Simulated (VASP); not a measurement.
# MgZn5O6 (P3m1) in VASP: relaxation of cell and atoms with PBE

Aim: the relaxation of cell and atoms of MgZn5O6 with PBE.

All numbers are computed with VASP 6.6.1; they aren't measurements. Logs are shortened: lines on timing, memory, paths and dates and some standing lists are left out, and cuts for length are marked.

## 1. The cell of the first run

It takes space group P3m1 (No. 156, trigonal). Conventional cell: a = 3.326 Å, b = 3.326 Å, c = 15.406 Å, α = 90.00°, β = 90.00°, γ = 120.00°. Mg (site symmetry 3m) has 4 O at 2.00 to 2.01 Å within 2.6 Å. Zn (site symmetry 3m) has 4 O at 2.00 to 2.01 Å within 2.6 Å. Zn (site symmetry 3m) has 4 O at 2.00 to 2.01 Å within 2.6 Å. Within 2.6 Å of Zn (site symmetry 3m) lie 4 O at 2.00 to 2.01 Å. Within 2.6 Å of Zn (site symmetry 3m) lie 4 O at 2.00 to 2.01 Å. Zn (site symmetry 3m) has 4 O at 2.00 to 2.01 Å within 2.6 Å. O (site symmetry 3m) has 3 Zn at 2.00 Å and 1 Mg at 2.01 Å within 2.6 Å. Within 2.6 Å of O (site symmetry 3m) lie 4 Zn at 2.00 to 2.01 Å.

## 2. Relaxation of cell and atoms, PBE

Contents of INCAR:

```
SYSTEM = MgZn5O6
PREC     = Accurate       ! precision mode
ENCUT    = 600            ! plane-wave cutoff, eV
EDIFF    = 1E-6           ! SCF threshold, eV
ISMEAR   = 0              ! smearing method
SIGMA    = 0.02           ! smearing width, eV
LREAL    = .False.        ! projectors in reciprocal space
LASPH    = .True.         ! aspherical terms in the spheres
NELM     = 80             ! most SCF steps
ALGO     = Normal         ! electronic algorithm
ISIF     = 3              ! what is computed and relaxed
LWAVE    = .False.        ! write WAVECAR
LCHARG   = .False.        ! write CHGCAR
GGA      = PE             ! functional
IBRION   = 2              ! ionic algorithm
NSW      = 65             ! ionic steps
EDIFFG   = -0.01          ! ionic threshold
```

Contents of KPOINTS:

```
regular mesh
0
Gamma
  12 12 2
  0 0 0
```

Contents of POSCAR:

```
MgZn5O6
1.0
    3.3263189113      0.0000000000      0.0000000000
   -1.6631594556      2.8806766782      0.0000000000
    0.0000000000      0.0000000000     15.4064048694
Mg Zn O
1 5 6
Direct
    0.3333333333      0.6666666667      0.0020610813
    0.6666666667      0.3333333333      0.1687277480
    0.3333333333      0.6666666667      0.3353944147
    0.6666666667      0.3333333333      0.5020610813
    0.3333333333      0.6666666667      0.6687277480
    0.6666666667      0.3333333333      0.8353944147
    0.3333333333      0.6666666667      0.1328055853
    0.6666666667      0.3333333333      0.2994722520
    0.3333333333      0.6666666667      0.4661389187
    0.6666666667      0.3333333333      0.6328055853
    0.3333333333      0.6666666667      0.7994722520
    0.6666666667      0.3333333333      0.9661389187
```

Potentials or basis: VASP PAW PBE potentials, release 64 (Mg, Zn, O).

The run is started by

```
$ cat potpaw_PBE.64/Mg/POTCAR potpaw_PBE.64/Zn/POTCAR potpaw_PBE.64/O/POTCAR > POTCAR
$ mpirun -np 1 vasp_std > vasp.out
```

OUTCAR:

```text
SYSTEM = MgZn5O6
   PREC = Accurate
   ENCUT = 600
   EDIFF = 1E-6
   ISMEAR = 0
   LREAL = .False.
   LASPH = .True.
   NELM = 80
   ISIF = 3
   GGA = PE
   IBRION = 2
   NSW = 65
   EDIFFG = -0.01

 ion  position               nearest neighbor table
   1  0.333  0.667  0.002-  12 2.00  12 2.00  12 2.00   7 2.01   6 3.21   6 3.21   6 3.21   2 3.21
                             2 3.21   2 3.21
   2  0.667  0.333  0.169-   7 2.00   7 2.00   7 2.00   8 2.01   1 3.21   1 3.21   1 3.21
   3  0.333  0.667  0.335-   8 2.00   8 2.00   8 2.00   9 2.01
   4  0.667  0.333  0.502-   9 2.00   9 2.00   9 2.00  10 2.01
   5  0.333  0.667  0.669-  10 2.00  10 2.00  10 2.00  11 2.01
   6  0.667  0.333  0.835-  11 2.00  11 2.00  11 2.00  12 2.01   1 3.21   1 3.21   1 3.21
   7  0.333  0.667  0.133-   2 2.00   2 2.00   2 2.00   1 2.01
   8  0.667  0.333  0.299-   3 2.00   3 2.00   3 2.00   2 2.01
   9  0.333  0.667  0.466-   4 2.00   4 2.00   4 2.00   3 2.01
  10  0.667  0.333  0.633-   5 2.00   5 2.00   5 2.00   4 2.01
  11  0.333  0.667  0.799-   6 2.00   6 2.00   6 2.00   5 2.01
  12  0.667  0.333  0.966-   1 2.00   1 2.00   1 2.00   6 2.01

  LATTYP: Found a hexagonal cell.
 ALAT       =     3.3263189113
 C/A-ratio  =     4.6316680030

  Lattice vectors:

 A1 = (   3.3263189113,   0.0000000000,   0.0000000000)
 A2 = (  -1.6631594556,   2.8806766782,   0.0000000000)
 A3 = (   0.0000000000,   0.0000000000,  15.4064048694)

Analysis of symmetry for initial positions (statically):
=====================================================================
 Subroutine PRICEL returns:
 Original cell was already a primitive cell.

 Routine SETGRP: Setting up the symmetry group for a
 hexagonal supercell.

 Subroutine GETGRP returns: Found  6 space group operations
 (whereof  6 operations were pure point group operations)
 out of a pool of 24 trial point group operations.

The static configuration has the point symmetry C_3v.

Analysis of symmetry for dynamics (positions and initial velocities):
=====================================================================
 Subroutine PRICEL returns:
 Original cell was already a primitive cell.

 Routine SETGRP: Setting up the symmetry group for a
 hexagonal supercell.

 Subroutine GETGRP returns: Found  6 space group operations
 (whereof  6 operations were pure point group operations)
 out of a pool of 24 trial point group operations.

The dynamic configuration has the point symmetry C_3v.

 Subroutine INISYM returns: Found  6 space group operations
 (whereof  6 operations are pure point group operations),
 and found     1 'primitive' translations

----------------------------------------------------------------------------------------

                                     Primitive cell

  volume of cell :     147.6249

  direct lattice vectors                    reciprocal lattice vectors
     3.326318911  0.000000000  0.000000000     0.300632629  0.173570329  0.000000000
    -1.663159456  2.880676678  0.000000000     0.000000000  0.347140659  0.000000000
     0.000000000  0.000000000 15.406404869     0.000000000  0.000000000  0.064908070

  length of vectors
     3.326318911  3.326318911 15.406404869     0.347140659  0.347140659  0.064908070

  position of ions in fractional coordinates (direct lattice)
     0.333333333  0.666666667  0.002061081
     0.666666667  0.333333333  0.168727748
     0.333333333  0.666666667  0.335394415
     0.666666667  0.333333333  0.502061081
     0.333333333  0.666666667  0.668727748
     0.666666667  0.333333333  0.835394415
     0.333333333  0.666666667  0.132805585
     0.666666667  0.333333333  0.299472252
     0.333333333  0.666666667  0.466138919
     0.666666667  0.333333333  0.632805585
     0.333333333  0.666666667  0.799472252
     0.666666667  0.333333333  0.966138919

  ion indices of the primitive-cell ions
   primitive index   ion index
                 1           1
                 2           2
                 3           3
                 4           4
                 5           5
                 6           6
                 7           7
                 8           8
                 9           9
                10          10
                11          11
[... 21 lines left out ...]
     0.000000000  0.000000000  0.000000000

 Subroutine IBZKPT returns following result:
 ===========================================

 Found     38 irreducible k-points:

 Following reciprocal coordinates:
            Coordinates               Weight
  0.000000  0.000000  0.000000      1.000000
  0.083333  0.000000  0.000000      6.000000
  0.166667  0.000000  0.000000      6.000000
  0.250000  0.000000  0.000000      6.000000
  0.333333  0.000000  0.000000      6.000000
  0.416667  0.000000  0.000000      6.000000
[... 16 lines left out ...]
  0.250000  0.000000  0.500000      6.000000
  0.333333  0.000000  0.500000      6.000000
 [... further k-points ...]
   k-points           NKPTS =     38   k-points in BZ     NKDIM =     38   number of bands    NBANDS=     58
   number of dos      NEDOS =    301   number of ions     NIONS =     12
   total plane-waves  NPLWV =  98784
   dimension x,y,z NGX =    28 NGY =   28 NGZ =  126
   dimension x,y,z NGXF=    56 NGYF=   56 NGZF=  252
   ions per type =               1   5   6
   NGX,Y,Z   is equivalent  to a cutoff of  13.99, 13.99, 13.60 a.u.
   NGXF,Y,Z  is equivalent  to a cutoff of  27.99, 27.99, 27.19 a.u.
 SYSTEM =  MgZn5O6
   PREC   = accura    normal or accurate (medium, high low for compatibility)
   ISTART =      0    job   : 0-new  1-cont  2-samecut
   ICHARG =      2    charge: 1-file 2-atom 10-const
   ISPIN  =      1    spin polarized calculation?
   LNONCOLLINEAR =      F non collinear calculations
   LSORBIT =      F    spin-orbit coupling
   LASPH  =      T    aspherical Exc in radial PAW
   ENCUT  =  600.0 eV  44.10 Ry    6.64 a.u.   6.64  6.64 30.77*2*pi/ulx,y,z
   NELM   =     80;   NELMIN=  2; NELMDL= -5     # of ELM steps
   EDIFF  = 0.1E-05   stopping-criterion for ELM
   LREAL  =      F    real-space projection
   EDIFFG = -.1E-01   stopping-criterion for IOM
   NSW    =     65    number of steps for IOM
   IBRION =      2    ionic relax: 0-MD 1-quasi-New 2-CG
   NFREE  =      1    steps in history (QN), initial steepest desc. (CG)
   ISIF   =      3    stress and relaxation
   ISYM   =      2    0-nonsym 1-usesym 2-fastsym
   POTIM  = 0.5000    time-step for ionic-motion
   TEBEG  =    0.0;   TEEND  =   0.0 temperature during run
   PSTRESS=    0.0 pullay stress
   NELECT =      98.0000    total number of electrons
   NUPDOWN=      -1.0000    fix difference up-down
   EMIN   =  10.00;   EMAX   =-10.00  energy-range for DOS
   EFERMI =   0.00;   METHOD = LEGACY
   ISMEAR =     0;   SIGMA  =   0.02  broadening in eV -4-tet -1-fermi 0-gaus
   EFERMI_NEDOS =   21; number of points for ismear=-14 and -15
   IALGO  =     38    algorithm
   IMIX   =      4    mixing-type and parameters
     AMIX     =   0.40;   BMIX     =  1.00
     AMIX_MAG =   1.60;   BMIX_MAG =  1.00
  volume/ion in A,a.u.               =      12.30        83.02
  Fermi-wavevector in a.u.,A,eV,Ry     =   1.428116  2.698749 27.749308  2.039517
  Thomas-Fermi vector in A             =   2.548213
   LORBIT       =      0    0 simple, 1 ext, 2 COOP (PROOUT), +10 PAW based schemes
   GGA     = PE    functional components
   LHFCALC =     F    Hartree Fock is set to
   AEXX    =    0.0000 exact exchange contribution
   IVDW    =     0    specifies the selected vdW correction
   LEPSILON=     F    determine dielectric tensor
   LRPA    =     F    only Hartree local field effects (RPA)
 conjugate gradient relaxation of ions
 non-spin polarized calculation
 Gauss-broadening in eV      SIGMA  =   0.02
  energy-cutoff  :      600.00
  volume of cell :      147.62
 maximum number of plane-waves:      4993
 NGX is ok and might be reduce to    28
   NGX = 13   NGY = 13   NGZ = 61

--------------------------------------- Ionic step        1  -------------------------------------------

 number of electron      98.0000050 magnetization

 Free energy of the ion-electron system (eV)
  ---------------------------------------------------
  ext. energy  EPLUGINS =         0.00000000
  ---------------------------------------------------
  free energy    TOTEN  =       -56.39884421 eV

  energy without entropy =      -56.39884421  energy(sigma->0) =      -56.39884421

------------------------ aborting loop because EDIFF is reached ----------------------------------------

  FORCE on cell =-STRESS in cart. coord.  units (eV):
  Direction    XX          YY          ZZ          XY          YZ          ZX
  --------------------------------------------------------------------------------------
  -------------------------------------------------------------------------------------
  Total       -0.6677937     -0.6677937      2.0201967     -0.0000000      0.0000000      0.0000000
  in kB       -7.2475826     -7.2475826     21.9252492     -0.0000000      0.0000000      0.0000000
  external PRESSURE =       2.4766947 kB  Pullay stress =       0.0000000 kB
[... 119 lines left out ...]
  FREE ENERGIE OF THE ION-ELECTRON SYSTEM (eV)
  ---------------------------------------------------
  free  energy   TOTEN  =       -56.4269569040 eV

  energy  without entropy=      -56.4269569040  energy(sigma->0) =      -56.42695690

[... ionic steps 4 to 15 ...]

--------------------------------------- Ionic step       16  -------------------------------------------

 number of electron      98.0000023 magnetization

------------------------ aborting loop because EDIFF is reached ----------------------------------------
[... 87 lines left out ...]
--------------------------------------- Ionic step       18  -------------------------------------------

 number of electron      98.0000023 magnetization

 Free energy of the ion-electron system (eV)
  ---------------------------------------------------
  ext. energy  EPLUGINS =         0.00000000
  ---------------------------------------------------
  free energy    TOTEN  =       -56.45469775 eV

  energy without entropy =      -56.45469775  energy(sigma->0) =      -56.45469775

 E-fermi :   1.1501     XC(G=0): -10.5173

 val. band max:        0.9869705592   @ k =   0.0000   0.0000   0.0000
 cond. band min:       1.9555231328   @ k =   0.0000   0.0000   0.0000
 fundamental gap:      0.9685525736
 Fermi energy:         1.1500877377

 k-point     1 :       0.0000    0.0000    0.0000
  band No.  band energies     occupation
      1     -16.7118      2.00000
      2     -16.5648      2.00000
      3     -16.4337      2.00000
      4     -16.2038      2.00000
      5     -16.1292      2.00000
      6     -15.8150      2.00000
[... 1453 lines left out ...]
     57       9.3467      0.00000
     58       9.6504      0.00000

 [... further k-points ...]

------------------------ aborting loop because EDIFF is reached ----------------------------------------

  FORCE on cell =-STRESS in cart. coord.  units (eV):
  Direction    XX          YY          ZZ          XY          YZ          ZX
  --------------------------------------------------------------------------------------
  -------------------------------------------------------------------------------------
  Total       -0.0190860     -0.0190860      0.0004265     -0.0000000     -0.0000000      0.0000000
  in kB       -0.2062905     -0.2062905      0.0046097     -0.0000000     -0.0000000      0.0000000
  external PRESSURE =      -0.1359904 kB  Pullay stress =       0.0000000 kB
[... 27 lines left out ...]
  FREE ENERGIE OF THE ION-ELECTRON SYSTEM (eV)
  ---------------------------------------------------
  free  energy   TOTEN  =       -56.4546977453 eV

  energy  without entropy=      -56.4546977453  energy(sigma->0) =      -56.45469775

 reached required accuracy - stopping structural energy minimisation
```

It took 1.5 h on 1 thread of Oxide Virtual Turin-like, shared host; peak memory 0.51 GiB.

Results:

* Free energy: -56.4547 eV
* Relaxed volume: 12.35 Å³/atom
* Relaxed cell: a = 3.289 Å, b = 3.289 Å, c = 15.822 Å, α = 90.00°, β = 90.00°, γ = 120.00°
* Space group after relaxing (to 0.1 Å): P3m1 (No. 156)
* Energy gained by relaxing: 4.7 meV/atom
* Ionic steps: 18
* Pressure after relaxing: 0.0 GPa
* Largest force after relaxing: 0.008 eV/Å
* Band gap on the k mesh: 0.97 eV

Forces in eV/Å, atoms in the order of the input:
```
Mg   0.000  0.000 -0.001
Zn   0.000  0.000 -0.006
Zn   0.000  0.000 -0.003
Zn   0.000  0.000 -0.005
Zn   0.000  0.000  0.005
Zn   0.000  0.000 -0.001
O    0.000  0.000 -0.002
O    0.000  0.000  0.001
O    0.000  0.000  0.008
O    0.000  0.000 -0.001
O    0.000  0.000  0.003
O    0.000  0.000  0.003
```

The path:
| step | energy change (eV) | largest force (eV/Å) | pressure (GPa) | volume (Å³) |
| --- | --- | --- | --- | --- |
| 1 | 0.0000 | 0.3243 | 0.25 | 147.62 |
| 2 | -0.0228 | 0.2369 | -0.01 | 148.03 |
| 3 | -0.0281 | 0.2995 | -0.25 | 148.34 |
| 4 | -0.0437 | 0.1946 | 0.04 | 148.13 |
| 5 | -0.0508 | 0.1743 | 0.31 | 147.86 |
| 6 | -0.0546 | 0.0594 | -0.29 | 148.53 |
| 7 | -0.0546 | 0.0591 | -0.27 | 148.53 |
| 8 | -0.0556 | 0.0290 | 0.21 | 148.07 |
| 9 | -0.0556 | 0.0354 | 0.08 | 148.17 |
| 10 | -0.0558 | 0.0173 | -0.01 | 148.28 |
| 11 | -0.0558 | 0.0187 | -0.13 | 148.30 |
| 12 | -0.0558 | 0.0177 | -0.02 | 148.29 |
| 13 | -0.0558 | 0.0184 | -0.08 | 148.29 |
| 14 | -0.0558 | 0.0164 | 0.00 | 148.20 |
| 15 | -0.0558 | 0.0138 | 0.03 | 148.22 |
| 16 | -0.0558 | 0.0117 | 0.00 | 148.26 |
| 17 | -0.0558 | 0.0125 | -0.02 | 148.26 |
| 18 | -0.0559 | 0.0075 | -0.01 | 148.23 |

Final structure:
```cif
data_structure
_symmetry_space_group_name_H-M 'P 1'
_symmetry_Int_Tables_number 1
_cell_length_a 3.2891
_cell_length_b 3.2891
_cell_length_c 15.8221
_cell_angle_alpha 90.000
_cell_angle_beta 90.000
_cell_angle_gamma 120.000
_cell_volume 148.23
loop_
_atom_site_label
_atom_site_type_symbol
_atom_site_fract_x
_atom_site_fract_y
_atom_site_fract_z
_atom_site_occupancy
Mg1 Mg 0.33333 0.66667 0.00227 1
Zn1 Zn 0.66667 0.33333 0.16977 1
Zn2 Zn 0.33333 0.66667 0.33689 1
Zn3 Zn 0.66667 0.33333 0.50422 1
Zn4 Zn 0.33333 0.66667 0.67146 1
Zn5 Zn 0.66667 0.33333 0.83905 1
O1 O 0.33333 0.66667 0.12852 1
O2 O 0.66667 0.33333 0.29685 1
O3 O 0.33333 0.66667 0.46411 1
O4 O 0.66667 0.33333 0.63146 1
O5 O 0.33333 0.66667 0.79875 1
O6 O 0.66667 0.33333 0.96584 1
```

A k mesh can miss the band edges.
